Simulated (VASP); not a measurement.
# ZnS (P6_3mc) in VASP: single point with LDA

Aim: the single point of ZnS with LDA.

Program: VASP 6.6.1. These are calculated values, not measurements. Logs are shortened: lines on timing, memory, paths and dates and some standing lists are left out, and cuts for length are marked.

## (1) The cell of the first run

The structure is hexagonal, space group P6_3mc (No. 186). The conventional cell has a = 3.738 Å, b = 3.738 Å, c = 6.143 Å, α = 90.00°, β = 90.00°, γ = 120.00°. Zn (site symmetry 3m) has 4 S at 2.29 to 2.30 Å within 3.0 Å. S (site symmetry 3m) has 4 Zn at 2.29 to 2.30 Å within 3.0 Å.

## (2) Single point, LDA

INCAR reads:

```
PREC = Accurate ; ENCUT = 520
EDIFF = 1E-6 ; ISMEAR = 0
SIGMA = 0.02 ; LREAL = False
LASPH = True ; NELM = 80
ALGO = Normal ; ISIF = 2
LWAVE = False ; LCHARG = True
LELF = True ; LVHAR = True
NBANDS = 26
```

KPOINTS reads:

```
Automatic mesh
0
Gamma
  9 9 6
```

POSCAR reads:

```
ZnS
1.0
    3.7382076386      0.0000000000      0.0000000000
   -1.8691038193      3.2373827796      0.0000000000
    0.0000000000      0.0000000000      6.1430143923
Zn S
2 2
Direct
    0.3333333333      0.6666666667      0.0055888719
    0.6666666667      0.3333333333      0.5055888719
    0.3333333333      0.6666666667      0.3794111281
    0.6666666667      0.3333333333      0.8794111281
```

Potentials or basis: VASP PAW LDA potentials, release 64 (Zn, S).

Started as:

```sh
$ cat potpaw_LDA.64/Zn/POTCAR potpaw_LDA.64/S/POTCAR > POTCAR
$ mpirun -np 1 vasp_std > vasp.out
```

OUTCAR:

```text
PREC = Accurate
   ENCUT = 520
   EDIFF = 1E-6
   ISMEAR = 0
   LREAL = False
   LASPH = True
   NELM = 80
   ISIF = 2

 ion  position               nearest neighbor table
   1  0.333  0.667  0.006-   4 2.29   4 2.29   4 2.29   3 2.30
   2  0.667  0.333  0.506-   3 2.29   3 2.29   3 2.29   4 2.30
   3  0.333  0.667  0.379-   2 2.29   2 2.29   2 2.29   1 2.30
   4  0.667  0.333  0.879-   1 2.29   1 2.29   1 2.29   2 2.30

  LATTYP: Found a hexagonal cell.
 ALAT       =     3.7382076386
 C/A-ratio  =     1.6433047562

  Lattice vectors:

 A1 = (   3.7382076386,   0.0000000000,   0.0000000000)
 A2 = (  -1.8691038193,   3.2373827796,   0.0000000000)
 A3 = (   0.0000000000,   0.0000000000,   6.1430143923)

Analysis of symmetry for initial positions (statically):
=====================================================================
 Subroutine PRICEL returns:
 Original cell was already a primitive cell.

 Routine SETGRP: Setting up the symmetry group for a
 hexagonal supercell.

 Subroutine GETGRP returns: Found 12 space group operations
 (whereof  6 operations were pure point group operations)
 out of a pool of 24 trial point group operations.

The static configuration has the point symmetry C_3v.
 The point group associated with its full space group is C_6v.

Analysis of symmetry for dynamics (positions and initial velocities):
=====================================================================
 Subroutine PRICEL returns:
 Original cell was already a primitive cell.

 Routine SETGRP: Setting up the symmetry group for a
 hexagonal supercell.

 Subroutine GETGRP returns: Found 12 space group operations
 (whereof  6 operations were pure point group operations)
 out of a pool of 24 trial point group operations.

The dynamic configuration has the point symmetry C_3v.
 The point group associated with its full space group is C_6v.

 Subroutine INISYM returns: Found 12 space group operations
 (whereof  6 operations are pure point group operations),
 and found     1 'primitive' translations

----------------------------------------------------------------------------------------

                                     Primitive cell

  volume of cell :      74.3428

[... 82 lines left out ...]
 SYSTEM =  unknown system
   PREC   = accura    normal or accurate (medium, high low for compatibility)
   ISTART =      0    job   : 0-new  1-cont  2-samecut
   ICHARG =      2    charge: 1-file 2-atom 10-const
   ISPIN  =      1    spin polarized calculation?
   LNONCOLLINEAR =      F non collinear calculations
   LSORBIT =      F    spin-orbit coupling
   LASPH  =      T    aspherical Exc in radial PAW
   ENCUT  =  520.0 eV  38.22 Ry    6.18 a.u.   6.95  6.95 11.42*2*pi/ulx,y,z
   NELM   =     80;   NELMIN=  2; NELMDL= -5     # of ELM steps
   EDIFF  = 0.1E-05   stopping-criterion for ELM
   LREAL  =      F    real-space projection
   EDIFFG = 0.1E-04   stopping-criterion for IOM
   NSW    =      0    number of steps for IOM
   IBRION =     -1    ionic relax: 0-MD 1-quasi-New 2-CG
   NFREE  =      0    steps in history (QN), initial steepest desc. (CG)
   ISIF   =      2    stress and relaxation
   ISYM   =      2    0-nonsym 1-usesym 2-fastsym
   POTIM  = 0.5000    time-step for ionic-motion
   TEBEG  =    0.0;   TEEND  =   0.0 temperature during run
   PSTRESS=    0.0 pullay stress
   NELECT =      36.0000    total number of electrons
   NUPDOWN=      -1.0000    fix difference up-down
   EMIN   =  10.00;   EMAX   =-10.00  energy-range for DOS
   EFERMI =   0.00;   METHOD = LEGACY
   ISMEAR =     0;   SIGMA  =   0.02  broadening in eV -4-tet -1-fermi 0-gaus
   EFERMI_NEDOS =   21; number of points for ismear=-14 and -15
   IALGO  =     38    algorithm
   IMIX   =      4    mixing-type and parameters
     AMIX     =   0.40;   BMIX     =  1.00
     AMIX_MAG =   1.60;   BMIX_MAG =  1.00
  volume/ion in A,a.u.               =      18.59       125.42
  Fermi-wavevector in a.u.,A,eV,Ry     =   1.285571  2.429377 22.486243  1.652692
  Thomas-Fermi vector in A             =   2.417697
   LORBIT       =      0    0 simple, 1 ext, 2 COOP (PROOUT), +10 PAW based schemes
   GGA     = CA    functional components
   LHFCALC =     F    Hartree Fock is set to
   AEXX    =    0.0000 exact exchange contribution
   IVDW    =     0    specifies the selected vdW correction
   LEPSILON=     F    determine dielectric tensor
   LRPA    =     F    only Hartree local field effects (RPA)
 non-spin polarized calculation
 Gauss-broadening in eV      SIGMA  =   0.02
  energy-cutoff  :      520.00
  volume of cell :       74.34
 maximum number of plane-waves:      2034
 NGX is ok and might be reduce to    28
   NGX = 13   NGY = 13   NGZ = 23

 number of electron      36.0000015 magnetization

 Free energy of the ion-electron system (eV)
  ---------------------------------------------------
  ext. energy  EPLUGINS =         0.00000000
  ---------------------------------------------------
  free energy    TOTEN  =       -16.40286782 eV

  energy without entropy =      -16.40286782  energy(sigma->0) =      -16.40286782

 E-fermi :   2.6813     XC(G=0): -10.3088

 val. band max:        2.5316096273   @ k =   0.0000   0.0000   0.0000
 cond. band min:       4.7575532821   @ k =   0.0000   0.0000   0.0000
 fundamental gap:      2.2259436548
 Fermi energy:         2.6813338306

 k-point     1 :       0.0000    0.0000    0.0000
  band No.  band energies     occupation
      1     -11.0437      2.00000
      2      -9.9765      2.00000
      3      -4.2368      2.00000
      4      -4.2166      2.00000
      5      -4.2166      2.00000
      6      -4.1274      2.00000
[... 685 lines left out ...]
     25      12.5702      0.00000
     26      12.6954      0.00000

 [... further k-points ...]
[... 5 lines left out ...]
  --------------------------------------------------------------------------------------
  -------------------------------------------------------------------------------------
  Total        0.1074686      0.1074686      0.1125444      0.0000000      0.0000000      0.0000000
  in kB        2.3160789      2.3160789      2.4254675      0.0000000      0.0000000      0.0000000
  external PRESSURE =       2.3525418 kB  Pullay stress =       0.0000000 kB

 VOLUME and BASIS-vectors are now :
 -----------------------------------------------------------------------------
  energy-cutoff  :      520.00
  volume of cell :       74.34
      direct lattice vectors                 reciprocal lattice vectors
     3.738207639  0.000000000  0.000000000     0.267507880  0.154445746  0.000000000
    -1.869103819  3.237382780  0.000000000     0.000000000  0.308891493  0.000000000
     0.000000000  0.000000000  6.143014392     0.000000000  0.000000000  0.162786531

 POSITION                                       TOTAL-FORCE (eV/Angst)
 -----------------------------------------------------------------------------------
     -0.00000      2.15826      0.03433         0.000000      0.000000      0.000691
      1.86910      1.07913      3.10584         0.000000     -0.000000      0.000691
     -0.00000      2.15826      2.33073        -0.000000      0.000000     -0.000691
      1.86910      1.07913      5.40224         0.000000     -0.000000     -0.000691
 -----------------------------------------------------------------------------------
    total drift:                               -0.000001     -0.000001     -0.000673

  FREE ENERGIE OF THE ION-ELECTRON SYSTEM (eV)
  ---------------------------------------------------
  free  energy   TOTEN  =       -16.4028678224 eV

  energy  without entropy=      -16.4028678224  energy(sigma->0) =      -16.40286782
```

OSZICAR:

```text
N       E                     dE             d eps       ncg     rms          rms(c)
DAV:   1     0.247418521314E+03    0.24742E+03   -0.17097E+04  2496   0.170E+03
DAV:   2     0.773855029844E+01   -0.23968E+03   -0.22896E+03  2576   0.358E+02
DAV:   3    -0.166652563702E+02   -0.24404E+02   -0.24159E+02  2990   0.114E+02
DAV:   4    -0.172711545742E+02   -0.60590E+00   -0.60439E+00  2936   0.180E+01
DAV:   5    -0.172802971639E+02   -0.91426E-02   -0.91407E-02  2964   0.219E+00    0.109E+01
DAV:   6    -0.164420502353E+02    0.83825E+00   -0.16765E+00  3534   0.392E+01    0.816E+00
DAV:   7    -0.164203605738E+02    0.21690E-01   -0.12652E+00  2638   0.710E+00    0.330E+00
DAV:   8    -0.164041321711E+02    0.16228E-01   -0.37282E-02  2728   0.126E+00    0.861E-01
DAV:   9    -0.164028068401E+02    0.13253E-02   -0.94536E-03  3366   0.107E+00    0.239E-01
DAV:  10    -0.164028521829E+02   -0.45343E-04   -0.37268E-04  2962   0.208E-01    0.114E-01
DAV:  11    -0.164028680953E+02   -0.15912E-04   -0.30968E-05  2716   0.509E-02    0.428E-02
DAV:  12    -0.164028678224E+02    0.27289E-06   -0.38031E-06  2892   0.237E-02
   1 F= -.16402868E+02 E0= -.16402868E+02  d E =-.212571E-28
```

stdout:

```text
POSCAR found type information on POSCAR ZnS
 POSCAR found :  2 types and       4 ions
 scaLAPACK will be used
 LDA part: xc-table for (Slater(with rela. corr.)+CA(PZ))
 , standard interpolation
 POSCAR, INCAR and KPOINTS ok, starting setup
 FFT: planning ... GRIDC
 FFT: planning ... GRID_SOFT
 FFT: planning ... GRID
 WAVECAR not read
 entering main loop
```

Run time: 27 s. Hardware: 1 thread of Intel Xeon 6975P-C (Granite Rapids), shared host; peak memory 0.2 GiB.

Results:

| Item | Value |
| --- | --- |
| Free energy | -16.4029 eV |
| Pressure | 0.2 GPa |
| Band gap on the k mesh | 2.23 eV, direct |
